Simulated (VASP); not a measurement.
# MgS (F-43m) in VASP: further runs, part 2 of 2

VASP 6.6.1. Earlier steps stand in the parts before.

### Step 3. Single point, HSE06

This run uses another cell than the first one, of 23.20 Å³/atom.

Contents of POSCAR:

```
MgS
1.0
    0.0000000000      2.8518829780      2.8518829780
    2.8518829780      0.0000000000      2.8518829780
    2.8518829780      2.8518829780      0.0000000000
S Mg
1 1
Direct
    0.2500000000      0.2500000000      0.2500000000
    0.0000000000      0.0000000000      0.0000000000
```

Contents of INCAR.step1:

```
PREC = Accurate
ENCUT = 520
EDIFF = 1E-5
ISMEAR = -1
SIGMA = 0.05
LREAL = F
LASPH = T
NELM = 60
ALGO = Normal
ISIF = 2
LWAVE = T
GGA = PE
NBANDS = 11
```

Contents of INCAR.step2:

```
PREC = Accurate
ENCUT = 520
EDIFF = 1E-6
ISMEAR = -1
SIGMA = 0.05
LREAL = F
LASPH = T
NELM = 60
ALGO = Normal
ISIF = 2
LWAVE = F
LCHARG = T
GGA = PE
LHFCALC = T
HFSCREEN = 0.2079
PRECFOCK = Normal
LELF = T
LVHAR = T
ISTART = 1
NBANDS = 11
```

Contents of KPOINTS:

```
regular mesh
0
Gamma
  6 6 6
```

Potentials or basis: VASP PAW PBE potentials, release 64 (S, Mg).

Run with:

```sh
> cat potpaw_PBE.64/S/POTCAR potpaw_PBE.64/Mg/POTCAR > POTCAR
> cp INCAR.step1 INCAR
> mpirun -np 1 vasp_std > vasp.out
> cp INCAR.step2 INCAR
> mpirun -np 1 vasp_std > vasp.out
```

OUTCAR:

```text
PREC = Accurate
   ENCUT = 520
   EDIFF = 1E-6
   ISMEAR = -1
   LREAL = F
   LASPH = T
   NELM = 60
   ISIF = 2
   GGA = PE
   LHFCALC = T
   HFSCREEN = 0.2079
   PRECFOCK = Normal
   ISTART = 1

 ion  position               nearest neighbor table
   1  0.250  0.250  0.250-   2 2.47   2 2.47   2 2.47   2 2.47
   2  0.000  0.000  0.000-   1 2.47   1 2.47   1 2.47   1 2.47

  LATTYP: Found a face centered cubic cell.
 ALAT       =     5.7037659560

  Lattice vectors:

 A1 = (   0.0000000000,   2.8518829780,   2.8518829780)
 A2 = (   2.8518829780,   0.0000000000,   2.8518829780)
 A3 = (   2.8518829780,   2.8518829780,   0.0000000000)

Analysis of symmetry for initial positions (statically):
=====================================================================
 Subroutine PRICEL returns:
 Original cell was already a primitive cell.

 Routine SETGRP: Setting up the symmetry group for a
 face centered cubic supercell.

 Subroutine GETGRP returns: Found 24 space group operations
[... 169 lines left out ...]
 Fermi energy:         1.2779678717

 k-point     1 :       0.0000    0.0000    0.0000
  band No.  band energies     occupation
      1     -12.1488      2.00000
      2       0.1976      2.00000
      3       0.1976      2.00000
      4       0.1976      2.00000
      5       4.5906      0.00000
      6       9.3168      0.00000
      7       9.3168      0.00000
      8       9.3168      0.00000
      9      12.3398      0.00000
     10      12.3398      0.00000
     11      15.0511      0.00000
[... 197 lines left out ...]
 k-point    16 :      -0.3333    0.5000    0.1667
  band No.  band energies     occupation
      1     -11.1951      2.00000
      2      -2.4603      2.00000
      3      -1.4423      2.00000
      4      -1.1152      2.00000
      5       6.1883      0.00000
      6       8.1478      0.00000
      7      10.7802      0.00000
      8      10.8084      0.00000
      9      14.0157      0.00000
     10      15.3789      0.00000
     11      15.5335      0.00000

------------------------ aborting loop because EDIFF is reached ----------------------------------------

  FORCE on cell =-STRESS in cart. coord.  units (eV):
  Direction    XX          YY          ZZ          XY          YZ          ZX
  --------------------------------------------------------------------------------------
  -------------------------------------------------------------------------------------
  Total       -0.4048462     -0.4048462     -0.4048462      0.0000000      0.0000000     -0.0000000
  in kB      -13.9821997    -13.9821997    -13.9821997      0.0000000      0.0000000     -0.0000000
  external PRESSURE =     -13.9821997 kB  Pullay stress =       0.0000000 kB

 VOLUME and BASIS-vectors are now :
 -----------------------------------------------------------------------------
  energy-cutoff  :      520.00
  volume of cell :       46.39
      direct lattice vectors                 reciprocal lattice vectors
     0.000000000  2.851882978  2.851882978    -0.175322762  0.175322762  0.175322762
     2.851882978  0.000000000  2.851882978     0.175322762 -0.175322762  0.175322762
     2.851882978  2.851882978  0.000000000     0.175322762  0.175322762 -0.175322762

 POSITION                                       TOTAL-FORCE (eV/Angst)
 -----------------------------------------------------------------------------------
      1.42594      1.42594      1.42594         0.000000      0.000000     -0.000000
      0.00000      0.00000      0.00000        -0.000000     -0.000000      0.000000
 -----------------------------------------------------------------------------------
    total drift:                               -0.000000      0.000000      0.000000

  FREE ENERGIE OF THE ION-ELECTRON SYSTEM (eV)
  ---------------------------------------------------
  free  energy   TOTEN  =        -9.8409570899 eV

  energy  without entropy=       -9.8409570899  energy(sigma->0) =       -9.84095709
```

OUTCAR.step1:

```text
PREC = Accurate
   ENCUT = 520
   EDIFF = 1E-5
   ISMEAR = -1
   LREAL = F
[... 435 lines left out ...]
      1.42594      1.42594      1.42594        -0.000000      0.000000      0.000000
      0.00000      0.00000      0.00000         0.000000     -0.000000     -0.000000
 -----------------------------------------------------------------------------------
    total drift:                               -0.000000     -0.000000     -0.000000

  FREE ENERGIE OF THE ION-ELECTRON SYSTEM (eV)
  ---------------------------------------------------
  free  energy   TOTEN  =        -8.4721460655 eV

  energy  without entropy=       -8.4721460654  energy(sigma->0) =       -8.47214607
```

OSZICAR.step1:

```text
N       E                     dE             d eps       ncg     rms          rms(c)
DAV:   1     0.267529065726E+02    0.26753E+02   -0.36057E+03   360   0.590E+02
DAV:   2    -0.679131430144E+01   -0.33544E+02   -0.32044E+02   438   0.987E+01
DAV:   3    -0.897467882886E+01   -0.21834E+01   -0.21763E+01   421   0.285E+01
DAV:   4    -0.899414750671E+01   -0.19469E-01   -0.19466E-01   421   0.323E+00
DAV:   5    -0.899435672689E+01   -0.20922E-03   -0.20922E-03   440   0.333E-01    0.399E+00
DAV:   6    -0.849876316501E+01    0.49559E+00   -0.12620E+00   382   0.414E+00    0.304E+00
DAV:   7    -0.846504252024E+01    0.33721E-01   -0.26729E-01   421   0.209E+00    0.238E+00
DAV:   8    -0.847282094175E+01   -0.77784E-02   -0.23981E-02   388   0.932E-01    0.134E+00
DAV:   9    -0.847192205096E+01    0.89889E-03   -0.23847E-03   403   0.240E-01    0.450E-01
DAV:  10    -0.847214111513E+01   -0.21906E-03   -0.72707E-04   397   0.125E-01    0.927E-02
DAV:  11    -0.847214606546E+01   -0.49503E-05   -0.56141E-05   409   0.302E-02
   1 F= -.84721461E+01 E0= -.84721461E+01  d E =-.350810E-10
```

It took 12 min on 1 thread of Intel Xeon 8259CL, shared host; peak memory 0.29 GiB.

Results:

* Free energy: -9.8410 eV
* Pressure: -1.4 GPa
* Band gap on the k mesh: 4.39 eV

Caveat: the PAW data sets were made with another functional, which shifts forces and pressure a little. A k mesh can miss the band edges.

### Step 4. Single point, HSE06

This run uses another cell than the first one, of 23.65 Å³/atom.

Contents of POSCAR:

```
MgS
1.0
    0.0000000000      2.8704022176      2.8704022176
    2.8704022176      0.0000000000      2.8704022176
    2.8704022176      2.8704022176      0.0000000000
S Mg
1 1
Direct
    0.2500000000      0.2500000000      0.2500000000
    0.0000000000      0.0000000000      0.0000000000
```

Contents of INCAR.step1:

```
PREC     = Accurate       # precision mode
ENCUT    = 520            # plane-wave cutoff, eV
EDIFF    = 1E-5           # SCF threshold, eV
ISMEAR   = -1             # smearing method
SIGMA    = 0.05           # smearing width, eV
LREAL    = False          # projectors in reciprocal space
LASPH    = True           # aspherical terms in the spheres
NELM     = 80             # most SCF steps
ALGO     = Normal         # electronic algorithm
ISIF     = 2              # what is computed and relaxed
LWAVE    = True           # write WAVECAR
NBANDS   = 11             # bands
GGA      = PE             # functional
```

Contents of INCAR.step2:

```
PREC     = Accurate       # precision mode
ENCUT    = 520            # plane-wave cutoff, eV
EDIFF    = 1E-7           # SCF threshold, eV
ISMEAR   = -1             # smearing method
SIGMA    = 0.05           # smearing width, eV
LREAL    = False          # projectors in reciprocal space
LASPH    = True           # aspherical terms in the spheres
NELM     = 80             # most SCF steps
ALGO     = Normal         # electronic algorithm
ISIF     = 2              # what is computed and relaxed
LWAVE    = False          # write WAVECAR
LCHARG   = True           # write CHGCAR
GGA      = PE             # functional
LHFCALC  = True           # exact exchange
HFSCREEN = 0.2079         # screening, 1/A
PRECFOCK = Normal       
LELF     = True           # ELF
LVHAR    = True         
NBANDS   = 11             # bands
ISTART   = 1
```

Contents of KPOINTS:

```
Automatic mesh
0
Gamma
  6 6 6
```

Run with:

```sh
> cat potpaw_PBE.64/S/POTCAR potpaw_PBE.64/Mg/POTCAR > POTCAR
> cp INCAR.step1 INCAR
> mpirun -np 1 vasp_std > vasp.out
> cp INCAR.step2 INCAR
> mpirun -np 1 vasp_std > vasp.out
```

Wall time 13 min (1 thread of Intel Xeon 8259CL, shared host); peak memory 0.29 GiB.

The run converged. Its results:

```yaml
Free_energy: -9.8303 eV
Pressure: -2.4 GPa
Band_gap_on_the_k_mesh: 4.29 eV
```

Levels at points of the mesh, in eV from the valence-band top:
| k point | band 1 | band 2 | band 3 | band 4 | band 5 | band 6 | band 7 | band 8 | band 9 |
| --- | --- | --- | --- | --- | --- | --- | --- | --- | --- |
| (0.00, 0.00, 0.00) | -12.28 | 0.00 | 0.00 | 0.00 | 4.29 | 9.06 | 9.06 | 9.06 | 12.09 |
| (0.50, 0.00, 0.00) | -11.60 | -3.24 | -0.35 | -0.35 | 6.06 | 8.75 | 8.75 | 9.63 | 13.90 |
| (0.50, 0.50, 0.00) | -11.37 | -2.93 | -1.08 | -1.08 | 4.88 | 6.68 | 12.22 | 13.40 | 13.40 |

Caveat: the PAW data sets were made with another functional, which shifts forces and pressure a little.

### Step 5. Overview

| cell | gap on the mesh (eV) | pressure (GPa) |
| --- | --- | --- |
| a = 3.925 Å, angles 60.0°, 2 atoms | 4.81 | 3.9 |
| a = 4.033 Å, angles 60.0°, 2 atoms | 4.39 | -1.4 |
| a = 4.059 Å, angles 60.0°, 2 atoms | 4.29 | -2.4 |

Alike in all rows: task single point; level HSE06; potentials or basis VASP PAW PBE potentials, release 64 (S, Mg); no spin polarisation; k mesh 6 × 6 × 6; cutoff (eV) 520; smearing fermi-dirac 0.05 eV.

Caveats: the PAW data sets were made with another functional, which shifts forces and pressure a little; the cell stands under pressure (at least some runs).

Total energies depend on the potentials used, so only differences within one code and one set of settings carry meaning.
